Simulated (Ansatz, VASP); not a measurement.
# Two plane-wave programs on Fe

File INCAR:

```
SYSTEM = Fe
PREC     = Accurate       ! precision mode
ENCUT    = 520            ! plane-wave cutoff, eV
EDIFF    = 1E-6           ! SCF threshold, eV
ISMEAR   = 0              ! smearing method
SIGMA    = 0.05           ! smearing width, eV
LREAL    = .False.        ! projectors in reciprocal space
LASPH    = .True.         ! aspherical terms in the spheres
NELM     = 150            ! most SCF steps
ALGO     = Normal         ! electronic algorithm
ISIF     = 2              ! what is computed and relaxed
LWAVE    = .False.        ! write WAVECAR
LCHARG   = .False.        ! write CHGCAR
ISPIN    = 2              ! spin polarisation
MAGMOM   = 2.5 -2.5       ! initial moments
LORBIT   = 11             ! projections on sites
LMAXMIX  = 4              ! l up to which the mixer works
GGA      = PS             ! functional
NBANDS   = 19             ! bands
```

KPOINTS

```
regular mesh
0
Gamma
  16 16 10
  0 0 0
```

File POSCAR:

```
Fe
1.0
    1.3949057342     -1.3949057342      1.3949057342
   -1.3949057342      1.3949057342      1.3949057342
   -2.7898114684     -2.7898114684      0.0000000000
Fe
2
Direct
    0.0000000000      0.0000000000      0.0000000000
    0.5000000000      0.5000000000      0.5000000000
```

Input for Ansatz:

```yaml
crystal:
  lattice:
    - [1.3949057342, -1.3949057342, 1.3949057342]
    - [-1.3949057342, 1.3949057342, 1.3949057342]
    - [-2.7898114684, -2.7898114684, 0.0]
  atoms:
    - { symbol: Fe, position: [0.0, 0.0, 0.0], spin: 2.5 }
    - { symbol: Fe, position: [0.5, 0.5, 0.5], spin: -2.5 }
basis:
  ecutwfc: 420
  ecutrho_ratio: 4
kpoints:
  mp_grid: { grid: [16, 16, 10] }
hamiltonian:
  xc: pbesol
scf:
  occupations: { method: gaussian, width: 0.05 }
  lower_state_search: "off"
output:
  forces: true
  stress: true
  eigenvalues: true
  populations: true
magnetization:
  spin_polarized: true
```

Alike in both runs: task single point; functional PBEsol; k mesh 16 × 16 × 10; occupations gaussian, width 0.05 eV; collinear spin.

|  | VASP | Ansatz |
| --- | --- | --- |
| version | VASP 6.6.1 | Ansatz 0.2.0 |
| potentials or method | VASP PAW PBE potentials, release 64 (Fe), cutoff 520 eV | scalar-relativistic, plane waves, PAW |
| valence electrons in the cell | 16 | 32 |

VASP gave:

* gap on the k mesh at the Fermi level (eV): none
* pressure (GPa): -4.7
* traceless stress, the component that is largest in VASP (GPa): 8.18
* net moment per atom (μB): 0.00
* size of the moment on the site where the two differ most (μB): 1.80

Problem. Estimate Ansatz's values.

Solution. gap on the k mesh at the Fermi level (eV): none; pressure (GPa): -4.5; traceless stress, the component that is largest in VASP (GPa): 8.49; net moment per atom (μB): 0.00; size of the moment on the site where the two differ most (μB): 1.77.

VASP's potentials were made for PBE, not for PBEsol. Site moments also hang on the region over which each program counts them. A gap of «none» marks a metal or a gap that the smearing closes. VASP's potentials hold 16 valence electrons a cell and Ansatz's 32, so a difference there can come from the potentials and not from the codes.
